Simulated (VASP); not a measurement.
**Cu3O2: single point with PBEsol**

Cu3O2:

```
CELL_PARAMETERS angstrom
-2.06266 2.06266 3.74567
2.06266 -2.06266 3.74567
2.06266 2.06266 -3.74567
ATOMIC_POSITIONS crystal
Cu 0.00000 0.00000 0.00000
Cu 0.75000 0.25000 0.50000
Cu 0.25000 0.75000 0.50000
O 0.50000 0.00000 0.50000
O 0.00000 0.50000 0.50000
```

This cell differs from its parent crystal: volume scaled by 1.06.

```
Program             : VASP 6.6.1
Task                : single point
Functional          : PBEsol
Potentials or basis : VASP PAW PBE potentials, release 64 (Cu, O)
Cutoff              : 520 eV
k mesh              : 9 × 9 × 9
Occupations         : fermi-dirac, width 0.05 eV
Spin                : no spin polarisation
```

* Pressure: -11.7 GPa

Stress tensor (GPa, compression positive):
```
 -8.58   0.00   0.00
  0.00  -8.58   0.00
  0.00   0.00 -17.86
```

Levels at points of the mesh, in eV from the Fermi level:
```csv
k point,band 21,band 22,band 23,band 24,band 25,band 26
"(0.00, 0.00, 0.00)",-0.67,-0.67,0.32,0.35,5.12,5.12
```

It took 3.3 min on 1 thread of Intel(R) Xeon(R) Platinum 8259CL CPU @ 2.50GHz (Skylake/Cascade Lake) (shared host), peak memory 0.27 GiB.

Caveat: the PAW data sets were made with another functional, which shifts forces and pressure a little; an odd number of electrons without spin polarisation forces a metal; a magnetic or distorted state may lie lower.
